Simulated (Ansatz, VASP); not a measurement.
One calculation of Sb, two programs

```xyz
2
Lattice="2.1677 1.2515 3.8152 -2.1677 1.2515 3.8152 0.0000 -2.5030 3.8152" Properties=species:S:1:pos:R:3 pbc="T T T"
Sb    0.0000    0.0000    8.7694
Sb    0.0000    0.0000    2.6761
```

Alike in both runs: task single point; functional PBE; k mesh 9 × 9 × 9; occupations fermi-dirac, width 0.0982 eV; no spin polarisation.

|  | VASP | Ansatz |
| --- | --- | --- |
| version | VASP 6.6.1 | Ansatz 0.2.0 |
| potentials or method | VASP PAW PBE potentials, release 64 (Sb), cutoff 500 eV | PAW plane waves |
| valence electrons in the cell | 10 | 30 |

Ansatz gave:

* pressure (GPa): 1.1
* traceless stress, the component that is largest in VASP (GPa): -0.32
* rms of the force components (eV/Å): 0.001

Q: What did VASP give for the same quantities?

A: Pressure (GPa): 1.1; traceless stress, the component that is largest in VASP (GPa): -0.34; rms of the force components (eV/Å): 0.024.

Atom by atom the forces differ by 0.022 eV/Å (rms over components). VASP's potentials hold 10 valence electrons a cell and Ansatz's 30, so a difference there can come from the potentials and not from the codes. Ansatz's warnings: structure snapped to symmetry.

Neither program's run includes spin-orbit coupling.
